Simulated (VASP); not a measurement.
# Cs2NaTlBr6 (Fm-3m) in VASP: single point with LDA

Aim: the single point of Cs2NaTlBr6 with LDA.

Program: VASP 6.6.1. These are calculated values, not measurements. Logs are shortened: lines on timing, memory, paths and dates and some standing lists are left out, and cuts for length are marked.

**1. The cell of the first run**

It takes space group Fm-3m (No. 225, cubic). Conventional cell: a = 11.491 Å, b = 11.491 Å, c = 11.491 Å, α = 90.00°, β = 90.00°, γ = 90.00°. Within 5.3 Å of Cs (site symmetry -43m) lie 12 Br at 4.06 Å and 4 Na at 4.98 Å and 4 Tl at 4.98 Å. Na (site symmetry m-3m) has 6 Br at 2.95 Å within 3.9 Å. Within 3.7 Å of Tl (site symmetry m-3m) lie 6 Br at 2.79 Å. Within 3.7 Å of Br (site symmetry 4mm) lie 1 Tl at 2.79 Å and 1 Na at 2.95 Å.

**2. Single point, LDA**

INCAR reads:

```
PREC = Accurate ; ENCUT = 520
EDIFF = 1E-6 ; ISMEAR = 0
SIGMA = 0.01 ; LREAL = False
LASPH = True ; NELM = 100
ALGO = Normal ; ISIF = 2
LWAVE = False ; LCHARG = False
GGA = CA ; NBANDS = 51
```

KPOINTS reads:

```
Automatic mesh
0
Gamma
  3 3 3
```

POSCAR reads:

```
Cs2NaTlBr6
1.0
    0.0000000000      5.7454600000      5.7454600000
    5.7454600000      0.0000000000      5.7454600000
    5.7454600000      5.7454600000      0.0000000000
Cs Na Tl Br
2 1 1 6
Direct
    0.7500000000      0.7500000000      0.7500000000
    0.2500000000      0.2500000000      0.2500000000
    0.5000000000      0.5000000000      0.5000000000
    0.0000000000      0.0000000000      0.0000000000
    0.7569590000      0.2430410000      0.2430410000
    0.2430410000      0.2430410000      0.7569590000
    0.2430410000      0.7569590000      0.7569590000
    0.2430410000      0.7569590000      0.2430410000
    0.7569590000      0.2430410000      0.7569590000
    0.7569590000      0.7569590000      0.2430410000
```

Potentials or basis: VASP PAW LDA potentials, release 64 (Cs_sv, Na_pv, Tl_d, Br).

Command:

```sh
$ cat potpaw_LDA.64/Cs_sv/POTCAR potpaw_LDA.64/Na_pv/POTCAR potpaw_LDA.64/Tl_d/POTCAR potpaw_LDA.64/Br/POTCAR > POTCAR
$ mpirun -np 1 vasp_std > vasp.out
```

OUTCAR:

```text
PREC = Accurate
   ENCUT = 520
   EDIFF = 1E-6
   ISMEAR = 0
   LREAL = False
   LASPH = True
   NELM = 100
   ISIF = 2
   GGA = CA

 ion  position               nearest neighbor table
   1  0.750  0.750  0.750-
   2  0.250  0.250  0.250-
   3  0.500  0.500  0.500-
   4  0.000  0.000  0.000-   5 2.79   6 2.79   7 2.79   8 2.79   9 2.79  10 2.79
   5  0.757  0.243  0.243-   4 2.79
   6  0.243  0.243  0.757-   4 2.79
   7  0.243  0.757  0.757-   4 2.79
   8  0.243  0.757  0.243-   4 2.79
   9  0.757  0.243  0.757-   4 2.79
  10  0.757  0.757  0.243-   4 2.79

  LATTYP: Found a face centered cubic cell.
 ALAT       =    11.4909200000

  Lattice vectors:

 A1 = (   0.0000000000,   5.7454600000,   5.7454600000)
 A2 = (   5.7454600000,   0.0000000000,   5.7454600000)
 A3 = (   5.7454600000,   5.7454600000,   0.0000000000)

Analysis of symmetry for initial positions (statically):
=====================================================================
 Subroutine PRICEL returns:
 Original cell was already a primitive cell.

 Routine SETGRP: Setting up the symmetry group for a
 face centered cubic supercell.

 Subroutine GETGRP returns: Found 48 space group operations
 (whereof 48 operations were pure point group operations)
 out of a pool of 48 trial point group operations.

The static configuration has the point symmetry O_h .

Analysis of symmetry for dynamics (positions and initial velocities):
=====================================================================
 Subroutine PRICEL returns:
 Original cell was already a primitive cell.

 Routine SETGRP: Setting up the symmetry group for a
 face centered cubic supercell.

 Subroutine GETGRP returns: Found 48 space group operations
 (whereof 48 operations were pure point group operations)
 out of a pool of 48 trial point group operations.

The dynamic configuration has the point symmetry O_h .

 Subroutine INISYM returns: Found 48 space group operations
 (whereof 48 operations are pure point group operations),
 and found     1 'primitive' translations

----------------------------------------------------------------------------------------

                                     Primitive cell

  volume of cell :     379.3188

  direct lattice vectors                    reciprocal lattice vectors
     0.000000000  5.745460000  5.745460000    -0.087025234  0.087025234  0.087025234
     5.745460000  0.000000000  5.745460000     0.087025234 -0.087025234  0.087025234
     5.745460000  5.745460000  0.000000000     0.087025234  0.087025234 -0.087025234

  length of vectors
     8.125307454  8.125307454  8.125307454     0.150732127  0.150732127  0.150732127

  position of ions in fractional coordinates (direct lattice)
     0.750000000  0.750000000  0.750000000
     0.250000000  0.250000000  0.250000000
     0.500000000  0.500000000  0.500000000
     0.000000000  0.000000000  0.000000000
     0.756959000  0.243041000  0.243041000
     0.243041000  0.243041000  0.756959000
     0.243041000  0.756959000  0.756959000
     0.243041000  0.756959000  0.243041000
     0.756959000  0.243041000  0.756959000
     0.756959000  0.756959000  0.243041000

  ion indices of the primitive-cell ions
   primitive index   ion index
                 1           1
                 2           2
                 3           3
                 4           4
                 5           5
                 6           6
                 7           7
                 8           8
                 9           9
                10          10

----------------------------------------------------------------------------------------

 KPOINTS: Automatic mesh

Automatic generation of k-mesh.
 Grid dimensions read from file:
 generate k-points for:    3    3    3

 Generating k-lattice:

  Cartesian coordinates                     Fractional coordinates (reciprocal lattice)
    -0.029008411  0.029008411  0.029008411     0.333333333  0.000000000  0.000000000
     0.029008411 -0.029008411  0.029008411     0.000000000  0.333333333  0.000000000
     0.029008411  0.029008411 -0.029008411     0.000000000  0.000000000  0.333333333

  Length of vectors
     0.050244042  0.050244042  0.050244042

  Shift w.r.t. Gamma in fractional coordinates (k-lattice)
     0.000000000  0.000000000  0.000000000

 Subroutine IBZKPT returns following result:
 ===========================================

 Found      4 irreducible k-points:

 Following reciprocal coordinates:
            Coordinates               Weight
  0.000000  0.000000  0.000000      1.000000
  0.333333  0.000000  0.000000      8.000000
  0.333333  0.333333  0.000000      6.000000
 -0.333333  0.333333  0.000000     12.000000
   k-points           NKPTS =      4   k-points in BZ     NKDIM =      4   number of bands    NBANDS=     51
   number of dos      NEDOS =    301   number of ions     NIONS =     10
   total plane-waves  NPLWV = 216000
   dimension x,y,z NGX =    60 NGY =   60 NGZ =   60
   dimension x,y,z NGXF=   120 NGYF=  120 NGZF=  120
   ions per type =               2   1   1   6
   NGX,Y,Z   is equivalent  to a cutoff of  12.28, 12.28, 12.28 a.u.
   NGXF,Y,Z  is equivalent  to a cutoff of  24.55, 24.55, 24.55 a.u.
 SYSTEM =  unknown system
   PREC   = accura    normal or accurate (medium, high low for compatibility)
   ISTART =      0    job   : 0-new  1-cont  2-samecut
   ICHARG =      2    charge: 1-file 2-atom 10-const
   ISPIN  =      1    spin polarized calculation?
   LNONCOLLINEAR =      F non collinear calculations
   LSORBIT =      F    spin-orbit coupling
   LASPH  =      T    aspherical Exc in radial PAW
   ENCUT  =  520.0 eV  38.22 Ry    6.18 a.u.  15.11 15.11 15.11*2*pi/ulx,y,z
   NELM   =    100;   NELMIN=  2; NELMDL= -5     # of ELM steps
   EDIFF  = 0.1E-05   stopping-criterion for ELM
   LREAL  =      F    real-space projection
   EDIFFG = 0.1E-04   stopping-criterion for IOM
   NSW    =      0    number of steps for IOM
   IBRION =     -1    ionic relax: 0-MD 1-quasi-New 2-CG
   NFREE  =      0    steps in history (QN), initial steepest desc. (CG)
   ISIF   =      2    stress and relaxation
   ISYM   =      2    0-nonsym 1-usesym 2-fastsym
   POTIM  = 0.5000    time-step for ionic-motion
   TEBEG  =    0.0;   TEEND  =   0.0 temperature during run
   PSTRESS=    0.0 pullay stress
   NELECT =      80.0000    total number of electrons
   NUPDOWN=      -1.0000    fix difference up-down
   EMIN   =  10.00;   EMAX   =-10.00  energy-range for DOS
   EFERMI =   0.00;   METHOD = LEGACY
   ISMEAR =     0;   SIGMA  =   0.01  broadening in eV -4-tet -1-fermi 0-gaus
   EFERMI_NEDOS =   21; number of points for ismear=-14 and -15
   IALGO  =     38    algorithm
   IMIX   =      4    mixing-type and parameters
     AMIX     =   0.40;   BMIX     =  1.00
     AMIX_MAG =   1.60;   BMIX_MAG =  1.00
  volume/ion in A,a.u.               =      37.93       255.98
  Fermi-wavevector in a.u.,A,eV,Ry     =   0.974473  1.841488 12.920073  0.949599
  Thomas-Fermi vector in A             =   2.104936
   LORBIT       =      0    0 simple, 1 ext, 2 COOP (PROOUT), +10 PAW based schemes
   GGA     = CA    functional components
   LHFCALC =     F    Hartree Fock is set to
   AEXX    =    0.0000 exact exchange contribution
   IVDW    =     0    specifies the selected vdW correction
   LEPSILON=     F    determine dielectric tensor
   LRPA    =     F    only Hartree local field effects (RPA)
 non-spin polarized calculation
 Gauss-broadening in eV      SIGMA  =   0.01
  energy-cutoff  :      520.00
  volume of cell :      379.32
 maximum number of plane-waves:     10238
   NGX = 31   NGY = 31   NGZ = 31

 number of electron      79.9999982 magnetization

 Free energy of the ion-electron system (eV)
  ---------------------------------------------------
  ext. energy  EPLUGINS =         0.00000000
  ---------------------------------------------------
  free energy    TOTEN  =       -31.32375590 eV

  energy without entropy =      -31.32375590  energy(sigma->0) =      -31.32375590

 E-fermi :  -0.6537     XC(G=0):  -8.0647

 val. band max:       -0.7673186485   @ k =   0.0000   0.0000   0.0000
 cond. band min:      -0.1258117899   @ k =   0.0000   0.0000   0.0000
 fundamental gap:      0.6415068586
 Fermi energy:        -0.6537177474

 k-point     1 :       0.0000    0.0000    0.0000
  band No.  band energies     occupation
      1     -22.9301      2.00000
      2     -22.9301      2.00000
      3     -22.9301      2.00000
      4     -20.3863      2.00000
      5     -20.3818      2.00000
      6     -14.0189      2.00000
[... 43 lines left out ...]
     50       5.6764      0.00000
     51       5.6764      0.00000

 k-point     2 :       0.3333    0.0000    0.0000
  band No.  band energies     occupation
      1     -22.9301      2.00000
      2     -22.9301      2.00000
      3     -22.9301      2.00000
      4     -20.3850      2.00000
      5     -20.3828      2.00000
      6     -13.9683      2.00000
[... 43 lines left out ...]
     50       6.2003      0.00000
     51       6.4230      0.00000

 k-point     3 :       0.3333    0.3333    0.0000
  band No.  band energies     occupation
      1     -22.9301      2.00000
      2     -22.9301      2.00000
      3     -22.9301      2.00000
      4     -20.3849      2.00000
      5     -20.3827      2.00000
      6     -13.9596      2.00000
[... 43 lines left out ...]
     50       6.1743      0.00000
     51       6.5406      0.00000

 k-point     4 :      -0.3333    0.3333    0.0000
  band No.  band energies     occupation
      1     -22.9301      2.00000
      2     -22.9301      2.00000
      3     -22.9301      2.00000
      4     -20.3838      2.00000
      5     -20.3838      2.00000
      6     -13.9311      2.00000
[... 43 lines left out ...]
     50       6.2025      0.00000
     51       6.6175      0.00000

------------------------ aborting loop because EDIFF is reached ----------------------------------------

  FORCE on cell =-STRESS in cart. coord.  units (eV):
  Direction    XX          YY          ZZ          XY          YZ          ZX
  --------------------------------------------------------------------------------------
  -------------------------------------------------------------------------------------
  Total       -5.9149780     -5.9149780     -5.9149780      0.0000000      0.0000000      0.0000000
  in kB      -24.9838465    -24.9838465    -24.9838465      0.0000000      0.0000000      0.0000000
  external PRESSURE =     -24.9838465 kB  Pullay stress =       0.0000000 kB

 VOLUME and BASIS-vectors are now :
 -----------------------------------------------------------------------------
  energy-cutoff  :      520.00
  volume of cell :      379.32
      direct lattice vectors                 reciprocal lattice vectors
     0.000000000  5.745460000  5.745460000    -0.087025234  0.087025234  0.087025234
     5.745460000  0.000000000  5.745460000     0.087025234 -0.087025234  0.087025234
     5.745460000  5.745460000  0.000000000     0.087025234  0.087025234 -0.087025234

 POSITION                                       TOTAL-FORCE (eV/Angst)
 -----------------------------------------------------------------------------------
      8.61819      8.61819      8.61819        -0.000000      0.000000      0.000000
      2.87273      2.87273      2.87273        -0.000000      0.000000     -0.000000
      5.74546      5.74546      5.74546        -0.000000      0.000000     -0.000000
      0.00000      0.00000      0.00000        -0.000000      0.000000     -0.000000
      2.79276      5.74546      5.74546        -0.205176      0.000000      0.000000
      5.74546      5.74546      2.79276        -0.000000      0.000000     -0.205176
      8.69816      5.74546      5.74546         0.205176      0.000000      0.000000
      5.74546      2.79276      5.74546        -0.000000     -0.205176      0.000000
      5.74546      8.69816      5.74546        -0.000000      0.205176      0.000000
      5.74546      5.74546      8.69816        -0.000000      0.000000      0.205176
 -----------------------------------------------------------------------------------
    total drift:                               -0.000000     -0.000000     -0.000000

  FREE ENERGIE OF THE ION-ELECTRON SYSTEM (eV)
  ---------------------------------------------------
  free  energy   TOTEN  =       -31.3237558995 eV

  energy  without entropy=      -31.3237558995  energy(sigma->0) =      -31.32375590
```

Run time: 87 s. Hardware: 1 thread of Intel Xeon Platinum 8259CL at 2.50GHz (Skylake/Cascade Lake), shared host; peak memory 0.42 GiB.

Results:

```yaml
Free_energy: -31.3238 eV
Pressure: -2.5 GPa
Largest_force: 0.205 eV/Å
Band_gap_on_the_k_mesh: 0.64 eV
```

Forces on the atoms (eV/Å):
```
Cs   0.000  0.000  0.000
Cs   0.000  0.000  0.000
Na   0.000  0.000  0.000
Tl   0.000  0.000  0.000
Br  -0.205  0.000  0.000
Br   0.000  0.000 -0.205
Br   0.205  0.000  0.000
Br   0.000 -0.205  0.000
Br   0.000  0.205  0.000
Br   0.000  0.000  0.205
```

Levels at points of the mesh, in eV from the valence-band top:
```csv
k point,band 37,band 38,band 39,band 40,band 41,band 42,band 43,band 44
"(0.00, 0.00, 0.00)",-0.34,0.00,0.00,0.00,0.64,4.44,5.11,5.11
```

Caveat: spin-orbit coupling is left out, which moves the levels of the heavy elements.
